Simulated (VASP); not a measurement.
Set up this calculation in VASP 6.6.1, as the native input.

```
Task                   : single point
Functional             : r2SCAN
Potentials or basis    : VASP PAW PBE potentials, release 64 (Sn_d, Se)
Cutoff                 : 520 eV
k mesh                 : 12 × 12 × 12
Occupations            : gaussian, width 0.05 eV
Spin                   : no spin polarisation
Dipole correction      : no
Further INCAR settings : ALGO = Normal; EDIFF = 1e-06; NBANDS = 17
```

SnSe:

```
CELL_PARAMETERS angstrom
0.00000 3.01000 3.01000
3.01000 0.00000 3.01000
3.01000 3.01000 0.00000
ATOMIC_POSITIONS crystal
Sn 0.00000 0.00000 0.00000
Se 0.50000 0.50000 0.50000
```

One way to write it, as run:

POSCAR

```
SnSe
1.0
    0.0000000000      3.0100000000      3.0100000000
    3.0100000000      0.0000000000      3.0100000000
    3.0100000000      3.0100000000      0.0000000000
Sn Se
1 1
Direct
    0.0000000000      0.0000000000      0.0000000000
    0.5000000000      0.5000000000      0.5000000000
```

INCAR.step1

```
SYSTEM = SnSe
PREC = Accurate
ENCUT = 520
ISMEAR = 0
SIGMA = 0.05
LREAL = .False.
LASPH = .True.
NELM = 60
NBANDS = 17
GGA = PE
ALGO = Normal
EDIFF = 1E-4
LWAVE = .True.
LCHARG = .False.
```

INCAR.step2

```
SYSTEM = SnSe
PREC = Accurate
ENCUT = 520
EDIFF = 1E-6
ISMEAR = 0
SIGMA = 0.05
LREAL = .False.
LASPH = .True.
NELM = 60
ALGO = Normal
ISIF = 2
LWAVE = .False.
LCHARG = .False.
METAGGA = R2SCAN
LMIXTAU = .True.
NBANDS = 17
ISTART = 1
```

KPOINTS

```
regular mesh
0
Gamma
  12 12 12
  0 0 0
```

Potentials or basis: VASP PAW PBE potentials, release 64 (Sn_d, Se).

Launch:

```console
$ cat potpaw_PBE.64/Sn_d/POTCAR potpaw_PBE.64/Se/POTCAR > POTCAR
$ cp INCAR.step1 INCAR
$ mpirun -np 1 vasp_std > vasp.out
$ cp INCAR.step2 INCAR
$ mpirun -np 1 vasp_std > vasp.out
```

Results of the run:

```json
{
 "Pressure": "0.0 GPa",
 "Band gap on the k mesh": "0.37 eV (least direct gap 0.45 eV)"
}
```

Caveat: semilocal functionals underestimate gaps, and a narrow one can read as zero; the PAW data sets were made with another functional, which shifts forces and pressure a little; spin-orbit coupling is left out, which moves the levels of the heavy elements.

Run time: 3.7 min on 1 thread of Intel Xeon 8259CL (shared host), peak memory 0.23 GiB.
